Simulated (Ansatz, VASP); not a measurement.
## Two plane-wave programs on I

```
CELL_PARAMETERS angstrom
14.00000 0.00000 0.00000
0.00000 14.50000 0.00000
0.00000 0.00000 15.00000
ATOMIC_POSITIONS crystal
I 0.59581 0.49951 0.50057
I 0.40419 0.50049 0.49943
```

Alike in both runs: functional PBE; dispersion D3(BJ); k mesh 1 × 1 × 1; occupations gaussian, width 0.005 eV; no spin polarisation.

Ansatz relaxed the structure, and its values are those at the end. VASP's run is a single point on that final structure, the one shown.

|  | VASP | Ansatz |
| --- | --- | --- |
| version | VASP 6.6.1 | Ansatz 0.2.0 |
| potentials or method | VASP PAW PBE potentials, release 64 (I), cutoff 520 eV | scalar-relativistic, plane waves, PAW |
| valence electrons in the cell | 14 | 34 |

```csv
,VASP,Ansatz,Ansatz less VASP
gap on the k mesh at the Fermi level (eV),1.82,1.81,-0.011
rms of the force components (eV/Å),0.001,0.006,+0.0046
```

VASP's potentials hold 14 valence electrons a cell and Ansatz's 34, so a difference there can come from the potentials and not from the codes.

Spin-orbit coupling is off throughout.
